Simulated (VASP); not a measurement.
KC, 4 atoms in the cell. The structure is tetragonal, space group P4/mmm (No. 123). Conventional cell: a = 4.037 Å, b = 4.037 Å, c = 6.185 Å, α = 90.00°, β = 90.00°, γ = 90.00°. K (site symmetry 4/mmm) has 8 C at 2.92 Å and 6 K at 3.09 to 4.04 Å within 4.1 Å. Within 4.1 Å of K (site symmetry 4/mmm) lie 6 K at 3.09 to 4.04 Å and 8 C at 3.77 Å. Within 1.7 Å of C (site symmetry 4mm) lie 1 C at 1.27 Å. The cell was built from a structure type or drawn by symmetry, and may not be a known phase.

- Program: VASP 6.6.1
- Task: single point
- Functional: PBE
- Potentials or basis: VASP PAW PBE potentials, release 64 (K_sv, C)
- Cutoff: 520 eV
- k mesh: 8 × 8 × 6
- Occupations: gaussian, width 0.02 eV
- Spin: no spin polarisation
- Dipole correction: no
- Further INCAR settings: ALGO = Normal; EDIFF = 1e-06; NBANDS = 21

Potentials or basis: VASP PAW PBE potentials, release 64 (K_sv, C).

Command:

```console
$ cat potpaw_PBE.64/K_sv/POTCAR potpaw_PBE.64/C/POTCAR > POTCAR
$ mpirun -np 1 vasp_std > vasp.out
```

Hardware: 1 thread of Oxide Virtual Turin-like Processor, on a shared host.

How long does it take, and how much memory?

It took 120 s on 1 thread of Oxide Virtual Turin-like Processor, on a shared host, peak memory 0.22 GiB. Counts: scf iterations 15, k points 60.
